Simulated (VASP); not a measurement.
# Bi in VASP: notebook

Bi is run at these levels: PBEsol; tasks: single point.

Program: VASP 6.6.1. These are calculated values, not measurements. Logs are shortened: lines on timing, memory, paths and dates and some standing lists are left out, and cuts for length are marked.

**1. The cell of the first run**

The typed cell holds 2 atoms: a = 3.144 Å, b = 2.918 Å, c = 5.273 Å, α = 90.00°, β = 90.01°, γ = 90.00°.

**2. Single point, PBEsol**

The input, INCAR:

```
SYSTEM = Bi
PREC = Accurate
ENCUT = 520
EDIFF = 1E-6
ISMEAR = -1
SIGMA = 0.05
LREAL = .FALSE.
LASPH = .TRUE.
NELM = 80
ALGO = Normal
ISIF = 2
LWAVE = .FALSE.
LCHARG = .FALSE.
GGA = PS
NBANDS = 22
```

The input, KPOINTS:

```
regular mesh
0
G
  8 8 4
  0 0 0
```

The input, POSCAR:

```
Bi
1.0
    3.1442468174      0.0000000000      0.0211594800
    0.0000000000      2.9177911912      0.0000000000
   -0.0360120793      0.0000000000      5.2724923998
Bi
2
Direct
    0.7500087400      0.0000000000      0.7500004332
    0.2499912600      0.0000000000      0.2499995668
```

Potentials or basis: VASP PAW PBE potentials, release 64 (Bi_d).

Command:

```sh
> cat potpaw_PBE.64/Bi_d/POTCAR > POTCAR
> mpirun -np 1 vasp_std > vasp.out
```

OUTCAR:

```text
SYSTEM = Bi
   PREC = Accurate
   ENCUT = 520
   EDIFF = 1E-6
   ISMEAR = -1
   LREAL = .FALSE.
   LASPH = .TRUE.
   NELM = 80
   ISIF = 2
   GGA = PS

 ion  position               nearest neighbor table
   1  0.750  0.000  0.750-   2 3.07   2 3.07   2 3.07   2 3.07
   2  0.250  0.000  0.250-   1 3.07   1 3.07   1 3.07   1 3.07

  LATTYP: Found a simple monoclinic cell.
 ALAT       =     3.1443180139
 B/A-ratio  =     0.9279567710
 C/A-ratio  =     1.6768709016
 COS(beta)  =    -0.0001005905

  Lattice vectors:

 A1 = (   3.1442468174,   0.0000000000,   0.0211594800)
 A2 = (   0.0000000000,   2.9177911912,   0.0000000000)
 A3 = (  -0.0360120793,   0.0000000000,   5.2724923998)

Analysis of symmetry for initial positions (statically):
=====================================================================
 Subroutine PRICEL returns:
 Original cell was already a primitive cell.

 Routine SETGRP: Setting up the symmetry group for a
 simple monoclinic supercell.

 Subroutine GETGRP returns: Found  4 space group operations
 (whereof  4 operations were pure point group operations)
 out of a pool of  4 trial point group operations.

The static configuration has the point symmetry C_2h.

Analysis of symmetry for dynamics (positions and initial velocities):
=====================================================================
 Subroutine PRICEL returns:
 Original cell was already a primitive cell.

 Routine SETGRP: Setting up the symmetry group for a
 simple monoclinic supercell.

 Subroutine GETGRP returns: Found  4 space group operations
 (whereof  4 operations were pure point group operations)
 out of a pool of  4 trial point group operations.

The dynamic configuration has the point symmetry C_2h.

 Subroutine INISYM returns: Found  4 space group operations
 (whereof  4 operations are pure point group operations),
 and found     1 'primitive' translations

----------------------------------------------------------------------------------------

                                     Primitive cell

  volume of cell :      48.3734

  direct lattice vectors                    reciprocal lattice vectors
     3.144246817  0.000000000  0.021159480     0.318026572  0.000000000  0.002172179
     0.000000000  2.917791191  0.000000000     0.000000000  0.342725005  0.000000000
    -0.036012079  0.000000000  5.272492400    -0.001276299  0.000000000  0.189654904

  length of vectors
     3.144318014  2.917791191  5.272615383     0.318033990  0.342725005  0.189659198

  position of ions in fractional coordinates (direct lattice)
     0.750008740  0.000000000  0.750000433
     0.249991260  0.000000000  0.249999567

  ion indices of the primitive-cell ions
   primitive index   ion index
                 1           1
                 2           2

----------------------------------------------------------------------------------------

 KPOINTS: regular mesh

Automatic generation of k-mesh.
 Grid dimensions read from file:
 generate k-points for:    8    8    4

 Generating k-lattice:

  Cartesian coordinates                     Fractional coordinates (reciprocal lattice)
     0.039753322  0.000000000  0.000271522     0.125000000  0.000000000 -0.000000000
     0.000000000  0.042840626  0.000000000     0.000000000  0.125000000  0.000000000
    -0.000319075  0.000000000  0.047413726    -0.000000000  0.000000000  0.250000000

  Length of vectors
     0.039754249  0.042840626  0.047414800

  Shift w.r.t. Gamma in fractional coordinates (k-lattice)
     0.000000000  0.000000000  0.000000000

 Subroutine IBZKPT returns following result:
 ===========================================

 Found     90 irreducible k-points:

 Following reciprocal coordinates:
            Coordinates               Weight
  0.000000  0.000000  0.000000      1.000000
  0.125000  0.000000 -0.000000      2.000000
  0.250000  0.000000 -0.000000      2.000000
  0.375000  0.000000 -0.000000      2.000000
  0.500000  0.000000 -0.000000      1.000000
  0.000000  0.125000  0.000000      2.000000
[... 16 lines left out ...]
  0.250000  0.500000 -0.000000      2.000000
  0.375000  0.500000 -0.000000      2.000000
 [... further k-points ...]
   k-points           NKPTS =     90   k-points in BZ     NKDIM =     90   number of bands    NBANDS=     22
   number of dos      NEDOS =    301   number of ions     NIONS =      2
   total plane-waves  NPLWV =  23040
   dimension x,y,z NGX =    24 NGY =   24 NGZ =   40
   dimension x,y,z NGXF=    48 NGYF=   48 NGZF=   80
   ions per type =               2
   NGX,Y,Z   is equivalent  to a cutoff of  12.69, 13.67, 12.61 a.u.
   NGXF,Y,Z  is equivalent  to a cutoff of  25.38, 27.35, 25.22 a.u.
 SYSTEM =  Bi
   PREC   = accura    normal or accurate (medium, high low for compatibility)
   ISTART =      0    job   : 0-new  1-cont  2-samecut
   ICHARG =      2    charge: 1-file 2-atom 10-const
   ISPIN  =      1    spin polarized calculation?
   LNONCOLLINEAR =      F non collinear calculations
   LSORBIT =      F    spin-orbit coupling
   LASPH  =      T    aspherical Exc in radial PAW
   ENCUT  =  520.0 eV  38.22 Ry    6.18 a.u.   5.85  5.43  9.80*2*pi/ulx,y,z
   NELM   =     80;   NELMIN=  2; NELMDL= -5     # of ELM steps
   EDIFF  = 0.1E-05   stopping-criterion for ELM
   LREAL  =      F    real-space projection
   EDIFFG = 0.1E-04   stopping-criterion for IOM
   NSW    =      0    number of steps for IOM
   IBRION =     -1    ionic relax: 0-MD 1-quasi-New 2-CG
   NFREE  =      0    steps in history (QN), initial steepest desc. (CG)
   ISIF   =      2    stress and relaxation
   ISYM   =      2    0-nonsym 1-usesym 2-fastsym
   POTIM  = 0.5000    time-step for ionic-motion
   TEBEG  =    0.0;   TEEND  =   0.0 temperature during run
   PSTRESS=    0.0 pullay stress
   NELECT =      30.0000    total number of electrons
   NUPDOWN=      -1.0000    fix difference up-down
   EMIN   =  10.00;   EMAX   =-10.00  energy-range for DOS
   EFERMI =   0.00;   METHOD = LEGACY
   ISMEAR =    -1;   SIGMA  =   0.05  broadening in eV -4-tet -1-fermi 0-gaus
   EFERMI_NEDOS =   21; number of points for ismear=-14 and -15
   IALGO  =     38    algorithm
   IMIX   =      4    mixing-type and parameters
     AMIX     =   0.40;   BMIX     =  1.00
     AMIX_MAG =   1.60;   BMIX_MAG =  1.00
  volume/ion in A,a.u.               =      24.19       163.22
  Fermi-wavevector in a.u.,A,eV,Ry     =   1.396089  2.638225 26.518619  1.949064
  Thomas-Fermi vector in A             =   2.519477
   LORBIT       =      0    0 simple, 1 ext, 2 COOP (PROOUT), +10 PAW based schemes
   GGA     = PS    functional components
   LHFCALC =     F    Hartree Fock is set to
   AEXX    =    0.0000 exact exchange contribution
   IVDW    =     0    specifies the selected vdW correction
   LEPSILON=     F    determine dielectric tensor
   LRPA    =     F    only Hartree local field effects (RPA)
 non-spin polarized calculation
  energy-cutoff  :      520.00
  volume of cell :       48.37
 maximum number of plane-waves:      1326
   NGX = 11   NGY = 11   NGZ = 19

 number of electron      30.0000002 magnetization

 Free energy of the ion-electron system (eV)
  ---------------------------------------------------
  ext. energy  EPLUGINS =         0.00000000
  ---------------------------------------------------
  free energy    TOTEN  =        -7.40873075 eV

  energy without entropy =       -7.40300953  energy(sigma->0) =       -7.40587014

 E-fermi :  11.4028     XC(G=0): -11.6334

 val. band max:       11.3640709751   @ k =   0.5000   0.1250   0.2500
 cond. band min:      11.4120248835   @ k =   0.0000   0.2500   0.5000
 fundamental gap:      0.0479539084
 Fermi energy:        11.4027515055

 k-point     1 :       0.0000    0.0000    0.0000
  band No.  band energies     occupation
      1     -12.4360      2.00000
      2     -12.2982      2.00000
      3     -12.0341      2.00000
      4     -11.9927      2.00000
      5     -11.9470      2.00000
      6     -11.7853      2.00000
[... 14 lines left out ...]
     21      20.4589      0.00000
     22      21.6625      0.00000

 k-point     2 :       0.1250    0.0000   -0.0000
  band No.  band energies     occupation
      1     -12.4139      2.00000
      2     -12.2599      2.00000
      3     -12.0380      2.00000
      4     -11.9755      2.00000
      5     -11.9056      2.00000
      6     -11.7761      2.00000
[... 14 lines left out ...]
     21      20.3174      0.00000
     22      21.9159      0.00000

 k-point     3 :       0.2500    0.0000   -0.0000
  band No.  band energies     occupation
      1     -12.3598      2.00000
      2     -12.2027      2.00000
      3     -12.0401      2.00000
      4     -11.8996      2.00000
      5     -11.8055      2.00000
      6     -11.7504      2.00000
[... 14 lines left out ...]
     21      22.6661      0.00000
     22      23.6501      0.00000

 k-point     4 :       0.3750    0.0000   -0.0000
  band No.  band energies     occupation
      1     -12.2953      2.00000
      2     -12.1991      2.00000
      3     -12.0171      2.00000
      4     -11.8303      2.00000
      5     -11.7747      2.00000
      6     -11.7248      2.00000
[... 14 lines left out ...]
     21      22.9613      0.00000
     22      23.8653      0.00000

 k-point     5 :       0.5000    0.0000   -0.0000
  band No.  band energies     occupation
      1     -12.2368      2.00000
      2     -12.2368      2.00000
      3     -11.9482      2.00000
      4     -11.9481      2.00000
      5     -11.7312      2.00000
      6     -11.7312      2.00000
[... 417 lines left out ...]
 k-point    22 :       0.1250    0.5000   -0.0000
  band No.  band energies     occupation
      1     -12.1003      2.00000
      2     -12.0289      2.00000
      3     -12.0021      2.00000
      4     -11.9262      2.00000
      5     -11.8890      2.00000
      6     -11.8592      2.00000
[... 14 lines left out ...]
     21      21.1410      0.00000
     22      22.7241      0.00000

 k-point    23 :       0.2500    0.5000   -0.0000
  band No.  band energies     occupation
      1     -12.0614      2.00000
      2     -12.0018      2.00000
      3     -11.9784      2.00000
      4     -11.9291      2.00000
      5     -11.8795      2.00000
      6     -11.8514      2.00000
[... 14 lines left out ...]
     21      18.9065      0.00000
     22      20.2952      0.00000

 k-point    24 :       0.3750    0.5000   -0.0000
  band No.  band energies     occupation
      1     -12.0265      2.00000
      2     -12.0066      2.00000
      3     -12.0008      2.00000
      4     -11.9767      2.00000
      5     -11.8928      2.00000
      6     -11.7940      2.00000
[... 14 lines left out ...]
     21      16.7254      0.00000
     22      18.1962      0.00000

 [... further k-points ...]

------------------------ aborting loop because EDIFF is reached ----------------------------------------

  FORCE on cell =-STRESS in cart. coord.  units (eV):
  Direction    XX          YY          ZZ          XY          YZ          ZX
  --------------------------------------------------------------------------------------
  -------------------------------------------------------------------------------------
  Total        9.0259865      9.0251456      9.0333065      0.0000000      0.0000000      0.0010533
  in kB      298.9499609    298.9221077    299.1924054      0.0000000      0.0000000      0.0348863
  external PRESSURE =     299.0214913 kB  Pullay stress =       0.0000000 kB

 VOLUME and BASIS-vectors are now :
 -----------------------------------------------------------------------------
  energy-cutoff  :      520.00
  volume of cell :       48.37
      direct lattice vectors                 reciprocal lattice vectors
     3.144246817  0.000000000  0.021159480     0.318026572  0.000000000  0.002172179
     0.000000000  2.917791191  0.000000000     0.000000000  0.342725005  0.000000000
    -0.036012079  0.000000000  5.272492400    -0.001276299  0.000000000  0.189654904

 POSITION                                       TOTAL-FORCE (eV/Angst)
 -----------------------------------------------------------------------------------
      2.33120      0.00000      3.97024        -0.000064      0.000000     -0.000038
      0.77703      0.00000      1.32341         0.000064      0.000000      0.000038
 -----------------------------------------------------------------------------------
    total drift:                                0.000000     -0.000000      0.000000

  FREE ENERGIE OF THE ION-ELECTRON SYSTEM (eV)
  ---------------------------------------------------
  free  energy   TOTEN  =        -7.4087307458 eV

  energy  without entropy=       -7.4030095336  energy(sigma->0) =       -7.40587014
```

Run time: 25 s. Hardware: 1 thread of Intel Xeon 6975P-C (Granite Rapids), shared host; peak memory 0.2 GiB.

Results:

```yaml
Free_energy: -7.4087 eV
Pressure: 29.9 GPa
Band_gap_on_the_k_mesh: zero (bands 15 and 16 overlap by 7.73 eV)
```

Levels at points of the mesh, in eV from the Fermi level:
| k point | band 11 | band 12 | band 13 | band 14 | band 15 | band 16 | band 17 | band 18 | band 19 | band 20 |
| --- | --- | --- | --- | --- | --- | --- | --- | --- | --- | --- |
| (0.00, 0.00, 0.00) | -15.99 | -11.46 | -7.18 | 1.07 | 3.67 | 5.57 | 5.86 | 6.04 | 8.10 | 8.38 |
| (0.50, 0.00, 0.00) | -12.25 | -12.25 | -4.83 | -4.83 | -2.53 | -2.53 | 7.69 | 7.69 | 10.34 | 10.34 |
| (0.00, 0.50, 0.00) | -12.68 | -8.10 | -7.52 | -4.52 | -3.79 | 2.24 | 3.95 | 8.18 | 9.11 | 9.58 |
| (0.50, 0.50, 0.00) | -9.00 | -9.00 | -4.15 | -4.15 | -1.92 | -1.92 | 0.38 | 0.38 | 3.68 | 3.68 |
| (0.00, 0.00, 0.50) | -14.53 | -14.53 | -1.18 | -1.18 | 2.83 | 2.83 | 5.33 | 5.33 | 6.70 | 6.70 |
| (0.50, 0.00, 0.50) | -11.81 | -11.81 | -7.27 | -7.27 | 1.84 | 1.84 | 6.62 | 6.62 | 7.74 | 7.74 |
| (0.00, 0.50, 0.50) | -11.30 | -11.30 | -6.09 | -6.09 | 1.99 | 1.99 | 5.95 | 5.95 | 6.51 | 6.51 |
| (0.50, 0.50, 0.50) | -8.47 | -8.47 | -4.59 | -4.59 | -4.06 | -4.06 | 2.06 | 2.06 | 4.77 | 4.77 |

Caveat: the cell stands under pressure; the PAW data sets were made with another functional, which shifts forces and pressure a little; spin-orbit coupling is left out, which moves the levels of the heavy elements.

**3. Single point, PBEsol**

This run uses another cell than the first one, of 25.77 Å³/atom.

INCAR, as its differences from that of step 2:

```diff
@@ -8,3 +8,3 @@
 LASPH = .TRUE.
-NELM = 80
+NELM = 100
 ALGO = Normal
```

The input, KPOINTS:

```
Automatic mesh
0
G
  8 8 4
  0 0 0
```

The input, POSCAR:

```
Bi
1.0
    3.1858653413      0.0000000000      0.0214740179
    0.0000000000      2.9822080002      0.0000000000
   -0.0364201746      0.0000000000      5.4246312998
Bi
2
Direct
    0.7499742468      0.0000000000      0.7500005545
    0.2500257532      0.0000000000      0.2499994455
```

Potentials or basis: VASP PAW PBE potentials, release 64 (Bi_d).

Command:

```sh
> cat potpaw_PBE.64/Bi_d/POTCAR > POTCAR
> mpirun -np 1 vasp_std > vasp.out
```

Wall time 24 s (1 thread of Intel Xeon 6975P-C (Granite Rapids), shared host); peak memory 0.2 GiB.

Results (log left out):

```
Free energy            : -7.8984 eV
Pressure               : 19.9 GPa
Band gap on the k mesh : zero (bands 15 and 16 overlap by 7.26 eV)
```

Levels at points of the mesh, in eV from the Fermi level:
| k point | band 12 | band 13 | band 14 | band 15 | band 16 | band 17 | band 18 | band 19 |
| --- | --- | --- | --- | --- | --- | --- | --- | --- |
| (0.00, 0.00, 0.00) | -11.42 | -6.75 | 1.27 | 3.49 | 5.32 | 5.58 | 5.89 | 7.42 |
| (0.50, 0.00, 0.00) | -11.92 | -4.68 | -4.68 | -2.33 | -2.33 | 7.20 | 7.21 | 10.19 |
| (0.00, 0.50, 0.00) | -8.41 | -7.04 | -4.27 | -3.64 | 2.28 | 3.91 | 8.39 | 8.46 |
| (0.50, 0.50, 0.00) | -8.98 | -3.86 | -3.86 | -2.03 | -2.03 | 0.35 | 0.35 | 3.69 |
| (0.00, 0.00, 0.50) | -14.07 | -1.33 | -1.33 | 2.86 | 2.86 | 4.99 | 4.99 | 6.75 |
| (0.50, 0.00, 0.50) | -11.59 | -6.79 | -6.79 | 1.65 | 1.65 | 6.27 | 6.27 | 7.25 |
| (0.00, 0.50, 0.50) | -11.15 | -5.73 | -5.73 | 1.54 | 1.54 | 5.70 | 5.70 | 6.32 |
| (0.50, 0.50, 0.50) | -8.59 | -4.30 | -4.30 | -3.77 | -3.77 | 2.19 | 2.19 | 4.32 |

Caveat: the cell stands under pressure; the PAW data sets were made with another functional, which shifts forces and pressure a little; spin-orbit coupling is left out, which moves the levels of the heavy elements.

[end of part 1 of 2]
